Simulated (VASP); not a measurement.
Input of a VASP 6.6.1 run:

INCAR

```
SYSTEM = CdSe
PREC = Accurate
ENCUT = 520
EDIFF = 1E-7
ISMEAR = -1
SIGMA = 0.03
LREAL = .False.
LASPH = .True.
NELM = 60
ALGO = Normal
ISIF = 2
LWAVE = .False.
LCHARG = .False.
GGA = PE
IBRION = 2
NSW = 50
EDIFFG = -0.01
```

The input KPOINTS:

```
regular mesh
0
Gamma
  8 8 8
  0 0 0
```

The input POSCAR:

```
CdSe
1.0
    0.0000000000      3.0702711986      3.0702711986
    3.0702711986      0.0000000000      3.0702711986
    3.0702711986      3.0702711986      0.0000000000
Cd Se
1 1
Direct
    0.0000000000      0.0000000000      0.0000000000
    0.2500000000      0.2500000000      0.2500000000
```

Potentials or basis: VASP PAW PBE potentials, release 64 (Cd, Se).

Run with:

```bash
$ cat potpaw_PBE.64/Cd/POTCAR potpaw_PBE.64/Se/POTCAR > POTCAR
$ mpirun -np 1 vasp_std > vasp.out
```

(1) What does it give for the band gap on the k mesh?

## Answers

(1) 0.55 eV, direct.

Caveat: the relaxation stopped at its first step, so nothing moved.
